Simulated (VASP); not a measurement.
# NaScTe2 (P4/mmm) in VASP: further runs

The runs below take NaScTe2 through single point, with LDA, PBEsol, PBE.

All numbers are computed with VASP 6.6.1; they aren't measurements. Logs are shortened: lines on timing, memory, paths and dates and some standing lists are left out, and cuts for length are marked.

### Step 1. The cell of the first run

Symmetry: P4/mmm, No. 123, tetragonal system. Conventional cell: a = 4.191 Å, b = 4.191 Å, c = 5.790 Å, α = 90.00°, β = 90.00°, γ = 90.00°. Within 3.8 Å of Na (site symmetry 4/mmm) lie 6 Te at 2.90 to 2.96 Å. Te (site symmetry 4/mmm) has 2 Na at 2.90 Å and 4 Sc at 2.96 Å within 3.8 Å. Te (site symmetry 4/mmm) has 2 Sc at 2.90 Å and 4 Na at 2.96 Å within 3.8 Å. Within 3.8 Å of Sc (site symmetry 4/mmm) lie 6 Te at 2.90 to 2.96 Å.

### Step 2. Single point, LDA

INCAR reads:

```
PREC = Accurate ; ENCUT = 520
EDIFF = 1E-6 ; ISMEAR = -1
SIGMA = 0.02 ; LREAL = False
LASPH = True ; NELM = 100
ALGO = Normal ; ISIF = 2
LWAVE = False ; LCHARG = False
GGA = CA ; NBANDS = 23
```

KPOINTS reads:

```
regular mesh
0
Gamma
  6 6 4
```

POSCAR reads:

```
NaScTe2
1.0
    4.1909280748      0.0000000000      0.0000000000
    0.0000000000      4.1909280748      0.0000000000
    0.0000000000      0.0000000000      5.7902805845
Na Te Sc
1 2 1
Direct
    0.0000000000      0.0000000000      0.0000000000
    0.0000000000      0.0000000000      0.5000000000
    0.5000000000      0.5000000000      0.0000000000
    0.5000000000      0.5000000000      0.5000000000
```

Potentials or basis: VASP PAW LDA potentials, release 64 (Na_pv, Te, Sc_sv).

Launch:

```console
> cat potpaw_LDA.64/Na_pv/POTCAR potpaw_LDA.64/Te/POTCAR potpaw_LDA.64/Sc_sv/POTCAR > POTCAR
> mpirun -np 1 vasp_std > vasp.out
```

OUTCAR:

```text
PREC = Accurate
   ENCUT = 520
   EDIFF = 1E-6
   ISMEAR = -1
   LREAL = False
   LASPH = True
   NELM = 100
   ISIF = 2
   GGA = CA

 ion  position               nearest neighbor table
   1  0.000  0.000  0.000-   2 2.90   2 2.90   3 2.96   3 2.96   3 2.96   3 2.96
   2  0.000  0.000  0.500-   1 2.90   1 2.90   4 2.96   4 2.96   4 2.96   4 2.96
   3  0.500  0.500  0.000-   4 2.90   4 2.90   1 2.96   1 2.96   1 2.96   1 2.96
   4  0.500  0.500  0.500-   3 2.90   3 2.90   2 2.96   2 2.96   2 2.96   2 2.96

  LATTYP: Found a simple tetragonal cell.
 ALAT       =     4.1909280748
 C/A-ratio  =     1.3816225144

  Lattice vectors:

 A1 = (   4.1909280748,   0.0000000000,   0.0000000000)
 A2 = (   0.0000000000,   4.1909280748,   0.0000000000)
 A3 = (   0.0000000000,   0.0000000000,   5.7902805845)

Analysis of symmetry for initial positions (statically):
=====================================================================
 Subroutine PRICEL returns:
 Original cell was already a primitive cell.

 Routine SETGRP: Setting up the symmetry group for a
 simple tetragonal supercell.

 Subroutine GETGRP returns: Found 16 space group operations
 (whereof 16 operations were pure point group operations)
 out of a pool of 16 trial point group operations.

The static configuration has the point symmetry D_4h.

Analysis of symmetry for dynamics (positions and initial velocities):
=====================================================================
 Subroutine PRICEL returns:
 Original cell was already a primitive cell.

 Routine SETGRP: Setting up the symmetry group for a
 simple tetragonal supercell.

 Subroutine GETGRP returns: Found 16 space group operations
 (whereof 16 operations were pure point group operations)
 out of a pool of 16 trial point group operations.

The dynamic configuration has the point symmetry D_4h.

 Subroutine INISYM returns: Found 16 space group operations
 (whereof 16 operations are pure point group operations),
 and found     1 'primitive' translations

----------------------------------------------------------------------------------------

                                     Primitive cell

  volume of cell :     101.6998

  direct lattice vectors                    reciprocal lattice vectors
     4.190928075  0.000000000  0.000000000     0.238610633  0.000000000  0.000000000
     0.000000000  4.190928075  0.000000000     0.000000000  0.238610633  0.000000000
     0.000000000  0.000000000  5.790280584     0.000000000  0.000000000  0.172703202

  length of vectors
     4.190928075  4.190928075  5.790280584     0.238610633  0.238610633  0.172703202

  position of ions in fractional coordinates (direct lattice)
     0.000000000  0.000000000  0.000000000
     0.000000000  0.000000000  0.500000000
     0.500000000  0.500000000  0.000000000
     0.500000000  0.500000000  0.500000000

  ion indices of the primitive-cell ions
   primitive index   ion index
                 1           1
                 2           2
                 3           3
                 4           4

----------------------------------------------------------------------------------------

 KPOINTS: regular mesh

Automatic generation of k-mesh.
 Grid dimensions read from file:
 generate k-points for:    6    6    4

 Generating k-lattice:

  Cartesian coordinates                     Fractional coordinates (reciprocal lattice)
     0.039768439  0.000000000  0.000000000     0.166666667  0.000000000  0.000000000
     0.000000000  0.039768439  0.000000000     0.000000000  0.166666667  0.000000000
     0.000000000  0.000000000  0.043175801     0.000000000  0.000000000  0.250000000

  Length of vectors
     0.039768439  0.039768439  0.043175801

  Shift w.r.t. Gamma in fractional coordinates (k-lattice)
     0.000000000  0.000000000  0.000000000

 Subroutine IBZKPT returns following result:
 ===========================================

 Found     30 irreducible k-points:

 Following reciprocal coordinates:
            Coordinates               Weight
  0.000000  0.000000  0.000000      1.000000
  0.166667  0.000000  0.000000      4.000000
  0.333333  0.000000  0.000000      4.000000
  0.500000  0.000000  0.000000      2.000000
  0.166667  0.166667  0.000000      4.000000
  0.333333  0.166667  0.000000      8.000000
[... 16 lines left out ...]
  0.333333  0.000000  0.500000      4.000000
  0.500000  0.000000  0.500000      2.000000
 [... further k-points ...]
   k-points           NKPTS =     30   k-points in BZ     NKDIM =     30   number of bands    NBANDS=     23
   number of dos      NEDOS =    301   number of ions     NIONS =      4
   total plane-waves  NPLWV =  49152
   dimension x,y,z NGX =    32 NGY =   32 NGZ =   48
   dimension x,y,z NGXF=    64 NGYF=   64 NGZF=   96
   ions per type =               1   2   1
   NGX,Y,Z   is equivalent  to a cutoff of  12.69, 12.69, 13.78 a.u.
   NGXF,Y,Z  is equivalent  to a cutoff of  25.39, 25.39, 27.56 a.u.
 SYSTEM =  unknown system
   PREC   = accura    normal or accurate (medium, high low for compatibility)
   ISTART =      0    job   : 0-new  1-cont  2-samecut
   ICHARG =      2    charge: 1-file 2-atom 10-const
   ISPIN  =      1    spin polarized calculation?
   LNONCOLLINEAR =      F non collinear calculations
   LSORBIT =      F    spin-orbit coupling
   LASPH  =      T    aspherical Exc in radial PAW
   ENCUT  =  520.0 eV  38.22 Ry    6.18 a.u.   7.79  7.79 10.77*2*pi/ulx,y,z
   NELM   =    100;   NELMIN=  2; NELMDL= -5     # of ELM steps
   EDIFF  = 0.1E-05   stopping-criterion for ELM
   LREAL  =      F    real-space projection
   EDIFFG = 0.1E-04   stopping-criterion for IOM
   NSW    =      0    number of steps for IOM
   IBRION =     -1    ionic relax: 0-MD 1-quasi-New 2-CG
   NFREE  =      0    steps in history (QN), initial steepest desc. (CG)
   ISIF   =      2    stress and relaxation
   ISYM   =      2    0-nonsym 1-usesym 2-fastsym
   POTIM  = 0.5000    time-step for ionic-motion
   TEBEG  =    0.0;   TEEND  =   0.0 temperature during run
   PSTRESS=    0.0 pullay stress
   NELECT =      30.0000    total number of electrons
   NUPDOWN=      -1.0000    fix difference up-down
   EMIN   =  10.00;   EMAX   =-10.00  energy-range for DOS
   EFERMI =   0.00;   METHOD = LEGACY
   ISMEAR =    -1;   SIGMA  =   0.02  broadening in eV -4-tet -1-fermi 0-gaus
   EFERMI_NEDOS =   21; number of points for ismear=-14 and -15
   IALGO  =     38    algorithm
   IMIX   =      4    mixing-type and parameters
     AMIX     =   0.40;   BMIX     =  1.00
     AMIX_MAG =   1.60;   BMIX_MAG =  1.00
  volume/ion in A,a.u.               =      25.42       171.58
  Fermi-wavevector in a.u.,A,eV,Ry     =   1.089788  2.059400 16.158786  1.187637
  Thomas-Fermi vector in A             =   2.225998
   LORBIT       =      0    0 simple, 1 ext, 2 COOP (PROOUT), +10 PAW based schemes
   GGA     = CA    functional components
   LHFCALC =     F    Hartree Fock is set to
   AEXX    =    0.0000 exact exchange contribution
   IVDW    =     0    specifies the selected vdW correction
   LEPSILON=     F    determine dielectric tensor
   LRPA    =     F    only Hartree local field effects (RPA)
 non-spin polarized calculation
  energy-cutoff  :      520.00
  volume of cell :      101.70
 maximum number of plane-waves:      2760
 NGX is ok and might be reduce to    32
   NGX = 15   NGY = 15   NGZ = 21

 number of electron      30.0000008 magnetization

 Free energy of the ion-electron system (eV)
  ---------------------------------------------------
  ext. energy  EPLUGINS =         0.00000000
  ---------------------------------------------------
  free energy    TOTEN  =       -19.91476713 eV

  energy without entropy =      -19.91410941  energy(sigma->0) =      -19.91443827

 E-fermi :   4.9276     XC(G=0):  -9.7745

 val. band max:        4.9050397482   @ k =   0.1667   0.0000   0.0000
 cond. band min:       5.1027633923   @ k =   0.0000   0.0000   0.0000
 fundamental gap:      0.1977236441
 Fermi energy:         4.9275697485

 k-point     1 :       0.0000    0.0000    0.0000
  band No.  band energies     occupation
      1     -44.7729      2.00000
      2     -23.7566      2.00000
      3     -23.7566      2.00000
      4     -23.6625      2.00000
      5     -18.1292      2.00000
      6     -18.0894      2.00000
[... 15 lines left out ...]
     22       9.2090      0.00000
     23      10.0260      0.00000

 k-point     2 :       0.1667    0.0000    0.0000
  band No.  band energies     occupation
      1     -44.7727      2.00000
      2     -23.7616      2.00000
      3     -23.7555      2.00000
      4     -23.6621      2.00000
      5     -18.1290      2.00000
      6     -18.0921      2.00000
[... 15 lines left out ...]
     22       9.8851      0.00000
     23      10.8374      0.00000

 k-point     3 :       0.3333    0.0000    0.0000
  band No.  band energies     occupation
      1     -44.7723      2.00000
      2     -23.7714      2.00000
      3     -23.7532      2.00000
      4     -23.6613      2.00000
      5     -18.1286      2.00000
      6     -18.0976      2.00000
[... 15 lines left out ...]
     22      10.6574      0.00000
     23      11.4454      0.00000
[... 495 lines left out ...]
 k-point    23 :       0.3333    0.0000    0.5000
  band No.  band energies     occupation
      1     -44.7724      2.00000
      2     -23.7713      2.00000
      3     -23.7531      2.00000
      4     -23.6610      2.00000
      5     -18.1294      2.00000
      6     -18.0974      2.00000
[... 15 lines left out ...]
     22       9.8465      0.00000
     23      11.1910      0.00000

 k-point    24 :       0.5000    0.0000    0.5000
  band No.  band energies     occupation
      1     -44.7722      2.00000
      2     -23.7762      2.00000
      3     -23.7520      2.00000
      4     -23.6606      2.00000
      5     -18.1291      2.00000
      6     -18.1001      2.00000
[... 15 lines left out ...]
     22       9.5587      0.00000
     23      10.6202      0.00000

 [... further k-points ...]

------------------------ aborting loop because EDIFF is reached ----------------------------------------

  FORCE on cell =-STRESS in cart. coord.  units (eV):
  Direction    XX          YY          ZZ          XY          YZ          ZX
  --------------------------------------------------------------------------------------
  -------------------------------------------------------------------------------------
  Total        0.0711442      0.0711442      0.1534425      0.0000000      0.0000000      0.0000000
  in kB        1.1208046      1.1208046      2.4173315      0.0000000      0.0000000      0.0000000
  external PRESSURE =       1.5529803 kB  Pullay stress =       0.0000000 kB

 VOLUME and BASIS-vectors are now :
 -----------------------------------------------------------------------------
  energy-cutoff  :      520.00
  volume of cell :      101.70
      direct lattice vectors                 reciprocal lattice vectors
     4.190928075  0.000000000  0.000000000     0.238610633  0.000000000  0.000000000
     0.000000000  4.190928075  0.000000000     0.000000000  0.238610633  0.000000000
     0.000000000  0.000000000  5.790280584     0.000000000  0.000000000  0.172703202

 POSITION                                       TOTAL-FORCE (eV/Angst)
 -----------------------------------------------------------------------------------
      0.00000      0.00000      0.00000         0.000000      0.000000      0.000000
      0.00000      0.00000      2.89514         0.000000      0.000000      0.000000
      2.09546      2.09546      0.00000         0.000000      0.000000      0.000000
      2.09546      2.09546      2.89514         0.000000      0.000000      0.000000
 -----------------------------------------------------------------------------------
    total drift:                                0.000000      0.000000     -0.000000

  FREE ENERGIE OF THE ION-ELECTRON SYSTEM (eV)
  ---------------------------------------------------
  free  energy   TOTEN  =       -19.9147671341 eV

  energy  without entropy=      -19.9141094095  energy(sigma->0) =      -19.91443827
```

Wall time 92 s (1 thread of Intel Xeon 8259CL, shared host); peak memory 0.23 GiB.

What came out:

- Free energy: -19.9148 eV
- Pressure: 0.2 GPa
- Band gap on the k mesh: zero (bands 15 and 16 overlap by 0.55 eV)

Stress tensor (GPa, compression positive):
```
0.11 0.00 0.00
0.00 0.11 0.00
0.00 0.00 0.24
```

Caveat: spin-orbit coupling is left out, which moves the levels of the heavy elements.

### Step 3. Single point, PBEsol

This run uses another cell than the first one, of 26.38 Å³/atom.

INCAR reads:

```
ALGO = Normal ; EDIFF = 1E-6
ENCUT = 520 ; GGA = PS
ISIF = 2 ; ISMEAR = -1
LASPH = T ; LCHARG = T
LELF = T ; LREAL = F
LVHAR = T ; LWAVE = F
NBANDS = 23 ; NELM = 60
PREC = Accurate ; SIGMA = 0.02
```

KPOINTS reads:

```
k-points
0
Gamma
  6 6 4
```

POSCAR reads:

```
NaScTe2
1.0
    4.2461713839      0.0000000000      0.0000000000
    0.0000000000      4.2461713839      0.0000000000
    0.0000000000      0.0000000000      5.8525063466
Na Te Sc
1 2 1
Direct
    0.0000000000      0.0000000000      0.0000000000
    0.0000000000      0.0000000000      0.5000000000
    0.5000000000      0.5000000000      0.0000000000
    0.5000000000      0.5000000000      0.5000000000
```

Potentials or basis: VASP PAW PBE potentials, release 64 (Na_pv, Te, Sc_sv).

Launch:

```console
> cat potpaw_PBE.64/Na_pv/POTCAR potpaw_PBE.64/Te/POTCAR potpaw_PBE.64/Sc_sv/POTCAR > POTCAR
> mpirun -np 1 vasp_std > vasp.out
```

It took 100 s on 1 thread of Intel Xeon 8259CL, shared host; peak memory 0.26 GiB.

Results (log left out):

```
Free energy            : -19.0337 eV
Pressure               : 0.1 GPa
Band gap on the k mesh : zero (bands 15 and 16 overlap by 0.44 eV)
```

Stress tensor (GPa, compression positive):
```
0.11 0.00 0.00
0.00 0.11 0.00
0.00 0.00 0.20
```

Levels at points of the mesh, in eV from the Fermi level:
```tsv
k point	band 13	band 14	band 15	band 16	band 17	band 18
(0.00, 0.00, 0.00)	-0.18	0.13	0.28	0.28	0.90	1.14
(0.50, 0.00, 0.00)	-2.37	-1.98	-0.11	1.27	1.53	1.89
(0.50, 0.50, 0.00)	-1.44	-1.20	-1.20	0.35	0.35	1.45
(0.00, 0.00, 0.50)	-1.38	-0.76	-0.76	-0.13	0.91	2.02
(0.50, 0.00, 0.50)	-2.17	-0.51	-0.26	1.55	1.95	2.18
(0.50, 0.50, 0.50)	-2.51	-2.51	-1.89	1.51	1.62	1.62
```

Caveat: the PAW data sets were made with another functional, which shifts forces and pressure a little; spin-orbit coupling is left out, which moves the levels of the heavy elements.

### Step 4. Single point, PBE

This run uses another cell than the first one, of 27.40 Å³/atom.

INCAR reads:

```
SYSTEM = NaScTe2
PREC = Accurate
ENCUT = 520
EDIFF = 1E-6
ISMEAR = -1
SIGMA = 0.02
LREAL = .FALSE.
LASPH = .TRUE.
NELM = 60
ALGO = Normal
ISIF = 2
LWAVE = .FALSE.
LCHARG = .FALSE.
GGA = PE
NBANDS = 23
```

KPOINTS reads:

```
regular mesh
0
G
  6 6 4
  0 0 0
```

POSCAR reads:

```
NaScTe2
1.0
    4.3099310190      0.0000000000      0.0000000000
    0.0000000000      4.3099310190      0.0000000000
    0.0000000000      0.0000000000      5.8991668818
Na Te Sc
1 2 1
Direct
    0.0000000000      0.0000000000      0.0000000000
    0.0000000000      0.0000000000      0.5000000000
    0.5000000000      0.5000000000      0.0000000000
    0.5000000000      0.5000000000      0.5000000000
```

Launch:

```console
> cat potpaw_PBE.64/Na_pv/POTCAR potpaw_PBE.64/Te/POTCAR potpaw_PBE.64/Sc_sv/POTCAR > POTCAR
> mpirun -np 1 vasp_std > vasp.out
```

Wall time 1.7 min (1 thread of Intel Xeon 8259CL, shared host); peak memory 0.26 GiB.

The run converged. Its results:

```
Free energy            : -17.8308 eV
Pressure               : 0.5 GPa
Band gap on the k mesh : zero (bands 15 and 16 overlap by 0.30 eV)
```

Stress tensor (GPa, compression positive):
```
0.36 0.00 0.00
0.00 0.36 0.00
0.00 0.00 0.76
```

Levels at points of the mesh, in eV from the Fermi level:
```tsv
k point	band 13	band 14	band 15	band 16	band 17	band 18
(0.00, 0.00, 0.00)	-0.07	0.08	0.25	0.25	0.86	1.12
(0.50, 0.00, 0.00)	-2.24	-1.90	-0.12	1.23	1.46	1.80
(0.50, 0.50, 0.00)	-1.38	-1.12	-1.12	0.43	0.43	1.37
(0.00, 0.00, 0.50)	-1.36	-0.73	-0.73	-0.03	0.86	1.88
(0.50, 0.00, 0.50)	-2.10	-0.50	-0.23	1.48	1.86	2.09
(0.50, 0.50, 0.50)	-2.35	-2.35	-1.80	1.44	1.60	1.60
```

Caveat: spin-orbit coupling is left out, which moves the levels of the heavy elements.

### Step 5. Summary

| level | potentials or basis | cell | gap on the mesh (eV) | pressure (GPa) |
| --- | --- | --- | --- | --- |
| LDA | VASP PAW LDA potentials, release 64 (Na_pv, Te, Sc_sv) | a = 4.191, b = 4.191, c = 5.790 Å, 4 atoms | none | 0.2 |
| PBEsol | VASP PAW PBE potentials, release 64 (Na_pv, Te, Sc_sv) | a = 4.246, b = 4.246, c = 5.853 Å, 4 atoms | none | 0.1 |
| PBE | VASP PAW PBE potentials, release 64 (Na_pv, Te, Sc_sv) | a = 4.310, b = 4.310, c = 5.899 Å, 4 atoms | none | 0.5 |

Alike in all rows: task single point; no spin polarisation; k mesh 6 × 6 × 4; cutoff (eV) 520; smearing fermi-dirac 0.02 eV.

Caveats: spin-orbit coupling is left out, which moves the levels of the heavy elements; the PAW data sets were made with another functional, which shifts forces and pressure a little (at least some runs).

Total energies depend on the potentials used, so only differences within one code and one set of settings carry meaning.
